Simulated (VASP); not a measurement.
The system is Na.

```
CELL_PARAMETERS angstrom
2.94856 0.00000 0.00000
-1.47428 2.55352 0.00000
0.00000 0.00000 4.81546
ATOMIC_POSITIONS crystal
Na 0.33333 0.66667 0.25000
Na 0.66667 0.33333 0.75000
```

This isn't the form of Na at room conditions, which is bcc.

```yaml
Program: VASP 6.6.1
Task: relaxation of cell and atoms
Functional: PBEsol
Potentials_or_basis: VASP PAW PBE potentials, release 64 (Na_sv)
Cutoff: 1130 eV
k_mesh: 6 × 6 × 4
Occupations: gaussian, width 0.1 eV
Spin: no spin polarisation
```

At the start: pressure 19.5 GPa; volume 18.13 Å³/atom.

Task: Where does the relaxation end?

Result: Over 6 steps the energy falls by 605.1 meV/atom and the volume is 34.96 Å³/atom (+92.8 %); space group P6_3/mmc (No. 194, to 0.1 Å) before and after.

Step by step:
```csv
step,energy change (eV),largest force (eV/Å),pressure (GPa),volume (Å³)
1,0.0000,0.0000,19.50,36.26
2,-0.8995,0.0000,5.73,49.11
3,-1.1358,0.0000,2.26,59.12
4,-1.0666,0.0000,-3.71,83.02
5,-1.2001,0.0000,0.83,65.79
6,-1.2103,0.0000,-0.06,69.91
```

Final structure:
```
CELL_PARAMETERS angstrom
3.70007 0.00000 0.00000
-1.85003 3.20435 0.00000
0.00000 0.00000 5.89648
ATOMIC_POSITIONS crystal
Na 0.33333 0.66667 0.25000
Na 0.66667 0.33333 0.75000
```

Caveat: the k points lie up to 0.33 Å⁻¹ apart in the final cell, too coarse for converged energies and pressures of a metal; the volume moved by over 15 % at a fixed basis, so the end points are rough; the PAW data sets were made with another functional, which shifts forces and pressure a little.
